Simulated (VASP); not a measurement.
Wanted: the native input for a VASP 6.6.1 run.

```yaml
Task: single point
Functional: LDA
Potentials_or_basis: VASP PAW LDA potentials, release 64 (Sr_sv)
Cutoff: 520 eV
k_mesh: 14 × 14 × 8
Occupations: fermi-dirac, width 0.08 eV
Spin: no spin polarisation
Dipole_correction: no
Further_INCAR_settings: ALGO = Normal; EDIFF = 1e-06; NBANDS = 17
```

The structure of Sr lies in POSCAR:

```
Sr
1.0
    4.1007652025      0.0000000000      0.0000000000
   -2.0503826012      3.5513668403      0.0000000000
    0.0000000000      0.0000000000      6.7234113085
Sr
2
Direct
    0.3333333333      0.6666666667      0.2500000000
    0.6666666667      0.3333333333      0.7500000000
```

One way to write it, as run:

INCAR

```
SYSTEM = Sr
ALGO     = Normal         ! electronic algorithm
EDIFF    = 1E-6           ! SCF threshold, eV
ENCUT    = 520            ! plane-wave cutoff, eV
GGA      = CA             ! functional
ISIF     = 2              ! what is computed and relaxed
ISMEAR   = -1             ! smearing method
LASPH    = .True.         ! aspherical terms in the spheres
LCHARG   = .True.         ! write CHGCAR
LELF     = .True.         ! ELF
LREAL    = .False.        ! projectors in reciprocal space
LVHAR    = .True.       
LWAVE    = .False.        ! write WAVECAR
NBANDS   = 17             ! bands
NELM     = 100            ! most SCF steps
PREC     = Accurate       ! precision mode
SIGMA    = 0.08           ! smearing width, eV
```

KPOINTS

```
k-points
0
Gamma
  14 14 8
  0 0 0
```

Potentials or basis: VASP PAW LDA potentials, release 64 (Sr_sv).

Command:

```bash
$ cat potpaw_LDA.64/Sr_sv/POTCAR > POTCAR
$ mpirun -np 1 vasp_std > vasp.out
```

It gave:

```json
{
  "Pressure": "0.0 GPa",
  "Band gap on the k mesh": "zero (band 10 reaches 1.92 eV, above the bottom of band 11 at 1.79 eV)"
}
```

Run time: 3.5 min on 1 thread of AMD EPYC 7R43 64-Core Processor (Zen 3), on a shared host, peak memory 0.26 GiB.
